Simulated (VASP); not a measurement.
Runs of VASP 6.6.1 on TaN. The structure is that of space group I4/mmm (No. 139), or close to it. The cells are those of the table. 

| potentials or basis | cell | cutoff (eV) | second run | gap on the mesh (eV) | pressure (GPa) |
| --- | --- | --- | --- | --- | --- |
| VASP PAW PBE potentials, release 64 (Ta_pv, N) | a = 3.045, b = 3.045, c = 3.159 Å, angles 58.8, 58.8, 62.5°, 2 atoms | 520 | - | none | 11.8 |
| VASP PAW PBE potentials, release 64 (Ta_pv, N) | a = 3.085, b = 3.085, c = 3.236 Å, angles 58.4, 58.4, 63.2°, 2 atoms | 520 | - | none | -1.7 |
| VASP PAW PBE potentials, release 64 (Ta_pv, N) | a = 3.006, b = 3.006, c = 3.082 Å, angles 59.2, 59.2, 61.7°, 2 atoms | 520 | - | none | (b) |
| VASP PAW PBE potentials, release 64 (Ta_sv_GW, N) | a = 3.083, b = 3.083, c = 3.159 Å, angles 59.2, 59.2, 61.6°, 2 atoms | 600 | valence_matched | none | -2.0 |
| VASP PAW PBE potentials, release 64 (Ta_pv, N) | a = 3.083, b = 3.083, c = 3.159 Å, angles 59.2, 59.2, 61.6°, 2 atoms | 520 | - | none | -1.0 |
| VASP PAW PBE potentials, release 64 (Ta_pv, N) | a = 3.160, b = 3.160, c = 3.236 Å, angles 59.2, 59.2, 61.6°, 2 atoms | 520 | - | none | -22.8 |
| VASP PAW PBE potentials, release 64 (Ta_pv, N) | a = 3.085, b = 3.085, c = 2.927 Å, angles 61.7, 61.7, 56.6°, 2 atoms | 520 | - | none | 38.9 |
| VASP PAW PBE potentials, release 64 (Ta_sv_GW, N) | a = 3.045, b = 3.045, c = 3.159 Å, angles 58.8, 58.8, 62.5°, 2 atoms | 600 | valence_matched | none | 10.8 |
| VASP PAW PBE potentials, release 64 (Ta_pv, N) | a = 3.122, b = 3.122, c = 3.236 Å, angles 58.8, 58.8, 62.4°, 2 atoms | 520 | - | none | (a) |

Alike in all rows: task single point; level PBEsol; no spin polarisation; k mesh 18 × 18 × 18; smearing gaussian 0.15 eV.

Task: Estimate the missing entries.

Result: (a) -13.6; (b) 30.2.

Caveats: the PAW data sets were made with another functional, which shifts forces and pressure a little; spin-orbit coupling is left out, which moves the levels of the heavy elements.

A k mesh can miss the band edges, and the runs leave out spin-orbit coupling on Ta.

A gap of «none» marks levels without a gap at the run's occupations.

The runs don't all hold the same shells in valence.
